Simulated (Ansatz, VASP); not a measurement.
## WS2: VASP beside Ansatz

The input INCAR:

```
PREC     = Accurate       # precision mode
ENCUT    = 520            # plane-wave cutoff, eV
EDIFF    = 1E-8           # SCF threshold, eV
ISMEAR   = -1             # smearing method
SIGMA    = 0.02           # smearing width, eV
LREAL    = F              # projectors in reciprocal space
LASPH    = T              # aspherical terms in the spheres
NELM     = 150            # most SCF steps
ALGO     = Normal         # electronic algorithm
ISIF     = 2              # what is computed and relaxed
LWAVE    = F              # write WAVECAR
LCHARG   = F              # write CHGCAR
ISPIN    = 2              # spin polarisation
MAGMOM   = 2 2 0 0 0 0    # initial moments
LORBIT   = 11             # projections on sites
LMAXMIX  = 4              # l up to which the mixer works
GGA      = CA             # functional
LEFG     = T            
NBANDS   = 39             # bands
```

File KPOINTS:

```
regular mesh
0
Gamma
  11 11 3
```

Contents of POSCAR:

```
WS2
1.0
    3.1800000000      0.0000000000      0.0000000000
   -1.5900000000      2.7539607840      0.0000000000
    0.0000000000      0.0000000000     12.5000000000
W S
2 4
Direct
    0.3333333333      0.6666666667      0.2500000000
    0.6666666667      0.3333333333      0.7500000000
    0.3333333333      0.6666666667      0.6244923886
    0.6666666667      0.3333333333      0.1244923886
    0.3333333333      0.6666666667      0.8755076114
    0.6666666667      0.3333333333      0.3755076114
```

Input for Ansatz:

```yaml
crystal:
  lattice:
    - [3.18, 0.0, 0.0]
    - [-1.59, 2.753960784, 0.0]
    - [0.0, 0.0, 12.5]
  atoms:
    - { symbol: W, position: [0.3333333333, 0.6666666667, 0.25], spin: 2.0 }
    - { symbol: W, position: [0.6666666667, 0.3333333333, 0.75], spin: 2.0 }
    - { symbol: S, position: [0.3333333333, 0.6666666667, 0.6244923886] }
    - { symbol: S, position: [0.6666666667, 0.3333333333, 0.1244923886] }
    - { symbol: S, position: [0.3333333333, 0.6666666667, 0.8755076114] }
    - { symbol: S, position: [0.6666666667, 0.3333333333, 0.3755076114] }
magnetization:
  spin_polarized: true
kpoints:
  mp_grid: { grid: [11, 11, 3] }
scf:
  occupations: { method: fermi_dirac, width: 0.02 }
hamiltonian:
  xc: lda
  pseudopotentials: { kind: paw }
output:
  forces: true
  stress: true
  populations: true
  efg: { quadrupole_moments_barn: { S: -0.0694 }, contact_densities: true }
  write_density: true
  write_potential: true
  elf: true
  volumetric_format: npy
```

Alike in both runs: task electric field gradients; functional LDA; k mesh 11 × 11 × 3; occupations fermi-dirac, width 0.02 eV; collinear spin.

```csv
,VASP,Ansatz
version,VASP 6.6.1,Ansatz 0.2.0
potentials or method,"VASP PAW LDA potentials, release 64 (W_sv, S)","plane-wave PAW, scalar-relativistic"
plane-wave cutoff (eV),520,420
valence electrons in the cell,52,52
```

VASP gave:

```
gap on the k mesh at the Fermi level (eV)                     : 0.98
pressure (GPa)                                                : -5.9
traceless stress, the component that is largest in VASP (GPa) : 0.79
rms of the force components (eV/Å)                            : 0.205
net moment per atom (μB)                                      : 0.00
size of Vzz on the site where it differs most (V/Å²)          : 160.3
```

Q: Which values does Ansatz return?

A: gap on the k mesh at the Fermi level (eV): 0.97; pressure (GPa): -6.3; traceless stress, the component that is largest in VASP (GPa): 0.78; rms of the force components (eV/Å): 0.226; net moment per atom (μB): 0.00; size of Vzz on the site where it differs most (V/Å²): 178.4.

LDA's correlation is that of Perdew and Zunger in VASP and of Perdew and Wang (1992) in Ansatz. Atom by atom the forces differ by 0.021 eV/Å (rms over components). Ansatz's warnings: seeded moment not kept.

Neither program's run includes spin-orbit coupling.
